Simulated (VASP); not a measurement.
InSb: single point with PBEsol

Crystal: InSb.

```
CELL_PARAMETERS angstrom
0.00000 3.21571 3.21571
3.21571 0.00000 3.21571
3.21571 3.21571 0.00000
ATOMIC_POSITIONS crystal
In 0.00000 0.00000 0.00000
Sb 0.75000 0.75000 0.75000
```

| Property | Result |
| --- | --- |
| Program | VASP 6.6.1 |
| Task | single point |
| Functional | PBEsol |
| Potentials or basis | VASP PAW PBE potentials, release 64 (In_d, Sb) |
| Cutoff | 520 eV |
| k mesh | 8 × 8 × 8 |
| Occupations | gaussian, width 0.05 eV |
| Spin | no spin polarisation |

The pressure is 2.0 GPa. The band gap on the k mesh is zero (filled and empty bands touch).

Levels at points of the mesh, in eV from the Fermi level:
```tsv
k point	band 5	band 6	band 7	band 8	band 9	band 10	band 11	band 12	band 13	band 14
(0.00, 0.00, 0.00)	-14.52	-10.91	-0.15	-0.02	-0.02	-0.02	2.91	2.91	2.91	5.57
(0.50, 0.00, 0.00)	-14.51	-9.48	-5.78	-1.06	-1.06	0.49	3.76	3.76	5.92	8.28
(0.50, 0.50, 0.00)	-14.51	-8.83	-6.06	-2.37	-2.37	1.20	1.23	8.24	8.24	8.85
```

Wall time 27 s on 1 thread of Intel Xeon 8259CL, on a shared host, peak memory 0.21 GiB.

Caveat: semilocal functionals underestimate gaps, so a narrow gap can read as zero; the PAW data sets were made with another functional, which shifts forces and pressure a little; spin-orbit coupling is left out, which moves the levels of the heavy elements.
